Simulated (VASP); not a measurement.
**CoO: electric field gradients with PBE**

The system is CoO.

```
Co O
1.0
     0.00000    2.15955    2.15955
     2.15955    0.00000    2.15955
     2.15955    2.15955    0.00000
Co O
1 1
Direct
  0.00000 0.00000 0.00000
  0.50000 0.50000 0.50000
```

This cell differs from its parent crystal: volume scaled by 1.04.

```json
{
 "Program": "VASP 6.6.1",
 "Task": "electric field gradients",
 "Functional": "PBE",
 "Potentials or basis": "VASP PAW PBE potentials, release 64 (Co, O)",
 "Cutoff": "520 eV",
 "k mesh": "16 × 16 × 16",
 "Occupations": "fermi-dirac, width 0.05 eV",
 "Spin": "collinear spin, ferromagnetic start",
 "Starting moments": "[2.0, 0.0] μB",
 "Dipole correction": "no",
 "Further INCAR settings": "ALGO = Normal; EDIFF = 1e-08; NBANDS = 18"
}
```

```yaml
Pressure: -8.3 GPa
Band_gap_on_the_k_mesh: zero (filled and empty bands overlap)
Net_moment: 2.97 μB per cell
Site_moments: Co +2.60; O +0.31 μB
Valence_electrons_inside_the_program's_atomic_spheres: Co 7.72; O 4.96
```

Levels at points of the mesh, in eV from the Fermi level:
Spin up:
| k point | band 5 | band 6 | band 7 | band 8 | band 9 | band 10 | band 11 | band 12 | band 13 | band 14 |
| --- | --- | --- | --- | --- | --- | --- | --- | --- | --- | --- |
| (0.00, 0.00, 0.00) | -3.02 | -3.02 | -2.93 | -2.93 | -2.93 | 0.81 | 16.74 | 17.83 | 17.83 | 17.83 |
| (0.50, 0.00, 0.00) | -2.37 | -2.37 | -1.84 | 0.01 | 0.01 | 5.00 | 8.97 | 13.18 | 13.18 | 19.95 |
| (0.50, 0.50, 0.00) | -3.80 | -2.93 | -2.50 | -2.11 | -2.11 | 5.61 | 9.59 | 11.51 | 15.30 | 15.30 |
Spin down:
```tsv
k point	band 3	band 4	band 5	band 6	band 7	band 8	band 9	band 10
(0.00, 0.00, 0.00)	-2.35	-2.35	-1.01	-1.01	-1.01	0.13	0.13	1.35
(0.50, 0.00, 0.00)	-4.31	-4.31	-0.11	-0.11	0.18	2.61	2.61	5.29
(0.50, 0.50, 0.00)	-3.55	-3.55	-2.04	0.12	0.12	0.56	0.94	6.46
```

It took 44 s on 1 thread of Intel(R) Xeon(R) 6975P-C (Granite Rapids) (shared host), peak memory 0.21 GiB.

Caveat: without QUAD_EFG the Cq values of the log hold for a quadrupole moment of 1 mb, not for the nuclei; a cell with one magnetic atom can't hold antiferromagnetic order, which such compounds often take; semilocal functionals often make such compounds metallic where correlation or magnetic order opens a gap, which also shifts bond lengths.
